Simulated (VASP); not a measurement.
Set up this calculation in VASP 6.6.1, as the native input.

- Task: single point
- Functional: PBE
- Potentials or basis: VASP PAW PBE potentials, release 64 (Ba_sv)
- Cutoff: 520 eV
- k mesh: 9 × 9 × 9
- Occupations: fermi-dirac, width 0.05 eV
- Spin: no spin polarisation
- Dipole correction: no
- Further INCAR settings: ALGO = Normal; EDIFF = 1e-06; NBANDS = 17

The structure of Ba lies in POSCAR:

```
Ba
1.0
    0.0000000000      3.6194502105      3.6194502105
    3.6194502105      0.0000000000      3.6194502105
    3.6194502105      3.6194502105      0.0000000000
Ba
2
Direct
   -0.1250000000     -0.1250000000     -0.1250000000
    0.1250000000      0.1250000000      0.1250000000
```

This isn't the form of Ba at room conditions, which is bcc.

One way to write it, as run:

INCAR

```
PREC     = Accurate       # precision mode
ENCUT    = 520            # plane-wave cutoff, eV
EDIFF    = 1E-6           # SCF threshold, eV
ISMEAR   = -1             # smearing method
SIGMA    = 0.05           # smearing width, eV
LREAL    = False          # projectors in reciprocal space
LASPH    = True           # aspherical terms in the spheres
NELM     = 100            # most SCF steps
ALGO     = Normal         # electronic algorithm
ISIF     = 2              # what is computed and relaxed
LWAVE    = False          # write WAVECAR
LCHARG   = False          # write CHGCAR
GGA      = PE             # functional
NBANDS   = 17             # bands
```

KPOINTS

```
Automatic mesh
0
Gamma
  9 9 9
```

Potentials or basis: VASP PAW PBE potentials, release 64 (Ba_sv).

Launch:

```console
$ cat potpaw_PBE.64/Ba_sv/POTCAR > POTCAR
$ mpirun -np 1 vasp_std > vasp.out
```

Results of the run:

* Pressure: 3.8 GPa
* Band gap on the k mesh: zero (bands 10 and 11 overlap by 0.27 eV)

Caveat: the cell stands under pressure; spin-orbit coupling is left out, which moves the levels of the heavy elements.

It took 56 s on 1 thread of Intel Xeon 8259CL (shared host), peak memory 0.25 GiB.
